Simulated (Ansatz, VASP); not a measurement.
## CaO in VASP and in Ansatz

The input INCAR:

```
  PREC = Accurate
  ENCUT = 520
  EDIFF = 1E-7
  ISMEAR = 0
  SIGMA = 0.01
  LREAL = F
  LASPH = T
  NELM = 100
  ALGO = Normal
  ISIF = 2
  LWAVE = F
  LCHARG = F
  GGA = CA
  IBRION = 2
  NSW = 50
  EDIFFG = -0.002
```

Contents of KPOINTS:

```
Automatic mesh
0
Gamma
  8 8 8
```

Contents of POSCAR:

```
CaO
1.0
   -0.0117697490      2.3480649364      2.3480649364
    2.3480649364     -0.0117697490      2.3480649364
    2.3480649364      2.3480649364     -0.0117697490
Ca O
1 1
Direct
    0.0000000000      0.0000000000      0.0000000000
    0.5000000000      0.5000000000      0.5000000000
```

Input for Ansatz:

```yaml
crystal:
  lattice:
    - [-0.01176974905, 2.34806493635, 2.34806493635]
    - [2.34806493635, -0.01176974905, 2.34806493635]
    - [2.34806493635, 2.34806493635, -0.01176974905]
  atoms:
    - { symbol: Ca, position: [0.0, 0.0, 0.0] }
    - { symbol: O, position: [0.5, 0.5, 0.5] }
kpoints:
  mp_grid: { grid: [8, 8, 8] }
scf:
  occupations: { method: fixed }
  convergence: { dr2_threshold: 1.0e-10 }
hamiltonian:
  xc: lda
  pseudopotentials: { kind: all_electron, lapw: { basis_error: 0.0005 } }
output:
  forces: true
  stress: true
  eigenstates:
    kpoints:
      - [0.0, 0.0, 0.0]
      - [0.0, -0.5, -0.5]
      - [-0.5, 0.0, -0.5]
      - [-0.5, -0.5, 0.0]
      - [-0.5, 0.0, 0.0]
      - [0.0, -0.5, 0.0]
      - [0.0, 0.0, -0.5]
      - [-0.5, -0.5, -0.5]
relax:
  f_tol: 0.002
  max_steps: 30
```

Change from the starting cell: equal xy, yz and zx engineering shears of -0.5 %.

Alike in both runs: task relaxation of the atoms; functional LDA; k mesh 8 × 8 × 8; no spin polarisation.

|  | VASP | Ansatz |
| --- | --- | --- |
| version | VASP 6.6.1 | Ansatz 0.2.0 |
| potentials or method | VASP PAW LDA potentials, release 64 (Ca_sv, O), cutoff 520 eV | all-electron LAPW, scalar-relativistic |
| occupations | gaussian, width 0.01 eV | fixed |

```tsv
	VASP	Ansatz	Ansatz less VASP
gap on the k mesh at the Fermi level, each at its own relaxed structure (eV)	3.40	3.43	+0.026
```

LDA's correlation is that of Perdew and Zunger in VASP and of Perdew and Wang (1992) in Ansatz. Ansatz ran all-electron here, and VASP with PAW potentials.

Noted on VASP's run: the relaxation stopped at its first step, so nothing moved.
